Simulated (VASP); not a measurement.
A run of VASP 6.6.1 is set up as follows.

File INCAR:

```
  ALGO = Normal
  EDIFF = 1E-6
  ENCUT = 520
  GGA = PE
  ISIF = 2
  ISMEAR = -1
  LASPH = True
  LCHARG = False
  LREAL = False
  LWAVE = False
  NBANDS = 18
  NELM = 60
  PREC = Accurate
  SIGMA = 0.05
```

The input KPOINTS:

```
k-points
0
Gamma
  15 15 8
```

The input POSCAR:

```
Sc
1.0
    3.3193602502      0.0000000000      0.0000000000
   -1.6596801251      2.8746503010      0.0000000000
    0.0000000000      0.0000000000      5.1658152097
Sc
2
Direct
    0.3333333333      0.6666666667      0.2500000000
    0.6666666667      0.3333333333      0.7500000000
```

Potentials or basis: VASP PAW PBE potentials, release 64 (Sc_sv).

Launch:

```bash
$ cat potpaw_PBE.64/Sc_sv/POTCAR > POTCAR
$ mpirun -np 1 vasp_std > vasp.out
```

(1) Predict the pressure.

(2) Predict the band gap on the k mesh.

Results:

(1) 0.0 GPa.

(2) zero (band 11 reaches 4.66 eV, above the bottom of band 12 at 3.18 eV).
